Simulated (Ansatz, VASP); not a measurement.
SnSe2 in VASP and in Ansatz

File POSCAR:

```
SnSe2
1.0
    3.8251493193      0.0000000000      0.0000000000
   -1.9125746596      3.3126764838      0.0000000000
    0.0000000000      0.0000000000      6.1797534370
Sn Se
1 2
Direct
    0.0000000000      0.0000000000      0.0000000000
    0.3333333333      0.6666666667      0.2549354488
    0.6666666667      0.3333333333      0.7450645512
```

The input INCAR.step1:

```
SYSTEM = SnSe2
ALGO = Normal
EDIFF = 1E-4
ENCUT = 520
GGA = PE
ISMEAR = 0
LASPH = .TRUE.
LCHARG = .FALSE.
LREAL = .FALSE.
LWAVE = .TRUE.
NBANDS = 20
NELM = 100
PREC = Accurate
SIGMA = 0.01
```

The input INCAR.step2:

```
SYSTEM = SnSe2
ALGO = Normal
EDIFF = 1E-7
ENCUT = 520
ISIF = 2
ISMEAR = 0
ISTART = 1
LASPH = .TRUE.
LCHARG = .FALSE.
LMIXTAU = .TRUE.
LREAL = .FALSE.
LWAVE = .FALSE.
METAGGA = R2SCAN
NBANDS = 20
NELM = 100
PREC = Accurate
SIGMA = 0.01
```

KPOINTS

```
k-points
0
G
  12 12 4
  0 0 0
```

Input for Ansatz:

```yaml
crystal:
  lattice:
    - [3.8251493193, 0.0, 0.0]
    - [-1.9125746596, 3.3126764838, 0.0]
    - [0.0, 0.0, 6.179753437]
  atoms:
    - { symbol: Sn, position: [0.0, 0.0, 0.0] }
    - { symbol: Se, position: [0.3333333333, 0.6666666667, 0.2549354488] }
    - { symbol: Se, position: [0.6666666667, 0.3333333333, 0.7450645512] }
kpoints:
  mp_grid: { grid: [12, 12, 4] }
  band_path:
    path:
      - [0.0, 0.0, 0.0]
      - [0.5, 0.0, 0.0]
      - [0.3333333333, 0.3333333333, 0.0]
      - [0.0, 0.0, 0.5]
      - [0.5, 0.0, 0.5]
      - [0.3333333333, 0.3333333333, 0.5]
      - [0.0833333333, 0.0833333333, 0.0]
      - [0.5, 0.0, 0.35]
    npoints: 1
hamiltonian:
  xc: r2scan
scf:
  occupations: { method: fixed }
  n_extra_bands: 4
output:
  forces: true
  stress: true
  eigenvalues: true
```

Change from the starting cell: uniaxial_z strain -0.8%.

Alike in both runs: task single point; functional r2SCAN; k mesh 12 × 12 × 4; no spin polarisation.

```csv
,VASP,Ansatz
version,VASP 6.6.1,Ansatz 0.2.0
potentials or method,"VASP PAW PBE potentials, release 64 (Sn_d, Se)","plane waves, PAW"
plane-wave cutoff (eV),520,500
occupations,"gaussian, width 0.01 eV",fixed
valence electrons in the cell,26,46
```

Ansatz gave:

```
gap on the k mesh at the Fermi level (eV) : 0.99
pressure (GPa)                            : 1.1
rms of the force components (eV/Å)        : 0.018
```

Problem. Estimate VASP's values.

Solution. gap on the k mesh at the Fermi level (eV): 0.99; pressure (GPa): 1.1; rms of the force components (eV/Å): 0.011.

VASP's potentials were made for PBE, not for r2SCAN. Atom by atom the forces differ by 0.006 eV/Å (rms over components). VASP's potentials hold 26 valence electrons a cell and Ansatz's 46, so a difference there can come from the potentials and not from the codes.
